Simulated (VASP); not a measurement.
# ZnS (CsCl type): single point with PBE

ZnS (CsCl type):

```
Zn S
1.0
     3.06408    0.00000    0.00000
     0.00000    3.06408    0.00000
     0.00000    0.00000    3.06408
Zn S
1 1
Direct
  0.00000 0.00000 0.00000
  0.50000 0.50000 0.50000
```

This cell differs from its parent crystal: volume scaled by 0.88.

- Program: VASP 6.6.1
- Task: single point
- Functional: PBE
- Potentials or basis: VASP PAW PBE potentials, release 64 (Zn, S)
- Cutoff: 520 eV
- k mesh: 15 × 15 × 15
- Occupations: fermi-dirac, width 0.1 eV
- Spin: no spin polarisation

The pressure is 13.0 GPa. The band gap on the k mesh is zero (band 9 reaches 6.39 eV, above the bottom of band 10 at 4.99 eV).

Levels at points of the mesh, in eV from the Fermi level:
```tsv
k point	band 5	band 6	band 7	band 8	band 9	band 10	band 11	band 12	band 13	band 14
(0.00, 0.00, 0.00)	-6.90	-6.90	-1.51	-1.51	-1.51	0.11	5.90	5.90	13.39	13.39
```

It took 12 s on 1 thread of Intel(R) Xeon(R) 6975P-C (Granite Rapids), on a shared host, peak memory 0.17 GiB.
